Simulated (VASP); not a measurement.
Set up this calculation in VASP 6.6.1, as the native input.

| Item | Value |
| --- | --- |
| Task | single point |
| Functional | PBEsol |
| Potentials or basis | VASP PAW PBE potentials, release 64 (Cr_pv, Ge_d) |
| Cutoff | 520 eV |
| k mesh | 3 × 3 × 3 |
| Occupations | gaussian, width 0.05 eV |
| Spin | collinear spin, ferromagnetic start |
| Starting moments | [4.07, 0.02, 0.02, 0.02, 0.02, 0.02, 0.02, 0.0, 0.0, 0.0, 0.0, 0.01, 0.0, 0.01, 0.01, 0.01] μB |
| Hubbard terms | Cr d U = 3.0 eV |
| Dipole correction | no |
| Further INCAR settings | LREAL = Auto; ALGO = Normal; EDIFF = 1e-06; NBANDS = 129 |

The structure of CrGe15 lies in POSCAR:

```
CrGe15
1.0
    0.0000000000      5.6575400000      5.6575400000
    5.6575400000      0.0000000000      5.6575400000
    5.6575400000      5.6575400000      0.0000000000
Cr Ge
1 15
Direct
    0.0000000000      1.0000000000      1.0000000000
    0.0006439391      0.0006439391      0.4993560609
    0.0006439391      0.4993560609      0.0006439391
    0.0006439391      0.4993560609      0.4993560609
    0.4993560609      0.0006439391      0.0006439391
    0.4993560609      0.0006439391      0.4993560609
    0.4993560609      0.4993560609      0.0006439391
    0.5000000000      0.5000000000      0.5000000000
    0.1271381710      0.1271381710      0.1271381710
    0.1271381710      0.1271381710      0.6185854871
    0.1271381710      0.6185854871      0.1271381710
    0.1250830096      0.6249723301      0.6249723301
    0.6185854871      0.1271381710      0.1271381710
    0.6249723301      0.1250830096      0.6249723301
    0.6249723301      0.6249723301      0.1250830096
    0.6249723301      0.6249723301      0.6249723301
```

The input as run:

INCAR

```
PREC = Accurate ; ENCUT = 520
EDIFF = 1E-6 ; ISMEAR = 0
SIGMA = 0.05 ; LREAL = Auto
LASPH = True ; NELM = 150
ALGO = Normal ; ISIF = 2
LWAVE = False ; LCHARG = False
ISPIN = 2 ; MAGMOM = 4.07 0.02 0.02 0.02 0.02 0.02 0.02 0 0 0 0 0.01 0 0.01 0.01 0.01
LORBIT = 11 ; LMAXMIX = 4
LDAU = True ; LDAUTYPE = 2
LDAUL = 2 -1 ; LDAUU = 3 0
LDAUJ = 0 0 ; LDAUPRINT = 1
GGA = PS ; NBANDS = 129
```

KPOINTS

```
Automatic mesh
0
Gamma
  3 3 3
```

Potentials or basis: VASP PAW PBE potentials, release 64 (Cr_pv, Ge_d).

The run is started by

```bash
$ cat potpaw_PBE.64/Cr_pv/POTCAR potpaw_PBE.64/Ge_d/POTCAR > POTCAR
$ mpirun -np 1 vasp_std > vasp.out
```

It gave:

| Property | Result |
| --- | --- |
| Pressure | 1.5 GPa |
| Largest force | 0.082 eV/Å |
| Net moment | 4.81 μB per cell |
| Site moments | Cr +3.96; Ge +0.02, +0.01 (each value once) μB |
| Valence electrons inside the program's atomic spheres | Cr 10.70; Ge 12.41, 12.42, 12.40 (each value once) |

Caveat: the PAW data sets were made with another functional, which shifts forces and pressure a little; the U is typed as a test and isn't derived for this compound.

It took 14 min on 1 thread of Intel(R) Xeon(R) Platinum 8488C (Sapphire Rapids), with other jobs on the host, peak memory 0.77 GiB.
